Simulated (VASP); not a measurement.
Here is a VASP 6.6.1 calculation.

INCAR

```
SYSTEM = Y
PREC = Accurate
ENCUT = 520
EDIFF = 1E-6
ISMEAR = -1
SIGMA = 0.05
LREAL = .FALSE.
LASPH = .TRUE.
NELM = 60
ALGO = Fast
ISIF = 2
LWAVE = .FALSE.
LCHARG = .FALSE.
GGA = PS
NBANDS = 30
```

Contents of KPOINTS:

```
regular mesh
0
G
  8 8 3
  0 0 0
```

The input POSCAR:

```
Y
1.0
    3.5681856401      0.0000000000      0.0000000000
   -1.7840928201      3.0901394097      0.0000000000
    0.0000000000      0.0000000000     11.6023455607
Y
4
Direct
    0.6666666667      0.3333333333      0.7500000000
    0.0000000000      0.0000000000      0.5000000000
    0.3333333333      0.6666666667      0.2500000000
    0.0000000000      0.0000000000      0.0000000000
```

Potentials or basis: VASP PAW PBE potentials, release 64 (Y_sv).

Command:

```sh
$ cat potpaw_PBE.64/Y_sv/POTCAR > POTCAR
$ mpirun -np 1 vasp_std > vasp.out
```

What does it give for the pressure?

-1.5 GPa.

What does it give for the band gap on the k mesh?

Zero (bands 22 and 23 overlap by 1.06 eV).

Stress tensor (GPa, compression positive):
```
-1.37  0.00  0.00
 0.00 -1.37  0.00
 0.00  0.00 -1.88
```

Caveat: the PAW data sets were made with another functional, which shifts forces and pressure a little.
